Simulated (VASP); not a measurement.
Input of a VASP 6.6.1 run:

Contents of POSCAR:

```
Ca
1.0
    3.7658141719      0.0000000000      0.0000000000
   -1.8829070859      3.2612907388      0.0000000000
    0.0000000000      0.0000000000      6.2162971629
Ca
2
Direct
    0.3333333333      0.6666666667      0.2500000000
    0.6666666667      0.3333333333      0.7500000000
```

The input INCAR.step1:

```
ALGO = Normal
EDIFF = 1E-4
ENCUT = 520
GGA = PE
ISMEAR = 0
LASPH = True
LCHARG = False
LREAL = False
LWAVE = True
NBANDS = 17
NELM = 100
PREC = Accurate
SIGMA = 0.1
```

Contents of INCAR.step2:

```
ALGO = Normal
EDIFF = 1E-6
ENCUT = 520
ISIF = 2
ISMEAR = 0
ISTART = 1
LASPH = True
LCHARG = False
LMIXTAU = True
LREAL = False
LWAVE = False
METAGGA = R2SCAN
NBANDS = 17
NELM = 100
PREC = Accurate
SIGMA = 0.1
```

KPOINTS

```
k-points
0
Gamma
  12 12 8
```

Potentials or basis: VASP PAW PBE potentials, release 64 (Ca_sv).

Launch:

```sh
$ cat potpaw_PBE.64/Ca_sv/POTCAR > POTCAR
$ cp INCAR.step1 INCAR
$ mpirun -np 1 vasp_std > vasp.out
$ cp INCAR.step2 INCAR
$ mpirun -np 1 vasp_std > vasp.out
```

(1) Predict the pressure.

(2) What does it give for the band gap on the k mesh?

Answers

(1) 2.8 GPa.

(2) zero (bands 10 and 11 overlap by 0.57 eV).

Caveat: the PAW data sets were made with another functional, which shifts forces and pressure a little.
